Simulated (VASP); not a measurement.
A run of VASP 6.6.1:

Contents of INCAR:

```
SYSTEM = LiTaS3
PREC = Accurate
ENCUT = 520
EDIFF = 1E-6
ISMEAR = 0
SIGMA = 0.1
LREAL = .FALSE.
LASPH = .TRUE.
NELM = 100
ALGO = Normal
ISIF = 2
LWAVE = .FALSE.
LCHARG = .TRUE.
GGA = PE
LELF = .TRUE.
LVHAR = .TRUE.
NBANDS = 24
```

KPOINTS

```
regular mesh
0
G
  4 4 4
  0 0 0
```

The input POSCAR:

```
LiTaS3
1.0
    3.1236395600     -3.1322563400      0.0000000000
    3.1236395600      3.1322563400      0.0000000000
    0.0000000000      0.0000000000      4.4263748700
Li Ta S
1 1 3
Direct
    0.5000000000      0.5000000000      0.5000000000
    0.0000000000      0.0000000000      0.0000000000
    0.0000000000      0.0000000000      0.5000000000
    0.5000000000      0.0000000000      0.0000000000
    0.0000000000      0.5000000000      0.0000000000
```

Potentials or basis: VASP PAW PBE potentials, release 64 (Li_sv, Ta_pv, S).

Command:

```sh
$ cat potpaw_PBE.64/Li_sv/POTCAR potpaw_PBE.64/Ta_pv/POTCAR potpaw_PBE.64/S/POTCAR > POTCAR
$ mpirun -np 1 vasp_std > vasp.out
```

Hardware: 1 thread of AMD EPYC 9R45 96-Core Processor (Zen 5), on a shared host.

Task: How long does it take, and how much memory?

Result: Wall time 21 s on 1 thread of AMD EPYC 9R45 96-Core Processor (Zen 5), on a shared host, peak memory 0.19 GiB. Counts: scf iterations 13, k points 21.
